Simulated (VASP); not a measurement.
Here is a VASP 6.6.1 calculation.

The input INCAR:

```
SYSTEM = NaCuP
ALGO = Normal
EDIFF = 1E-7
EDIFFG = -0.01
ENCUT = 600
GGA = PE
IBRION = 2
ISIF = 3
ISMEAR = 0
LASPH = .True.
LCHARG = .False.
LREAL = .False.
LWAVE = .False.
NELM = 100
NSW = 100
PREC = Accurate
SIGMA = 0.1
```

File KPOINTS:

```
k-points
0
Gamma
  12 12 4
  0 0 0
```

File POSCAR:

```
NaCuP
1.0
    3.8679571378      0.0000000026      0.0000000000
   -1.9339785712      3.3497491407      0.0000000000
    0.0000000000      0.0000000000      8.8774810782
Na Cu P
2 2 2
Direct
    0.0000000000      0.0000000000      0.5000000000
    0.0000000000      0.0000000000      0.0000000000
    0.6666666667      0.3333333333      0.2500000000
    0.3333333333      0.6666666667      0.7500000000
    0.6666666667      0.3333333333      0.7500000000
    0.3333333333      0.6666666667      0.2500000000
```

Potentials or basis: VASP PAW PBE potentials, release 64 (Na_pv, Cu, P).

Command:

```bash
$ cat potpaw_PBE.64/Na_pv/POTCAR potpaw_PBE.64/Cu/POTCAR potpaw_PBE.64/P/POTCAR > POTCAR
$ mpirun -np 1 vasp_std > vasp.out
```

Task: Estimate the relaxed volume.

Result: 19.22 Å³/atom.

Task: Estimate the space group after relaxing (to 0.05 Å).

Result: P6_3/mmc (No. 194).

Step by step:
```tsv
step	energy change (eV)	largest force (eV/Å)	pressure (GPa)	volume (Å³)
1	0.0000	0.0000	0.16	115.02
2	-0.0003	0.0000	-0.03	115.33
```
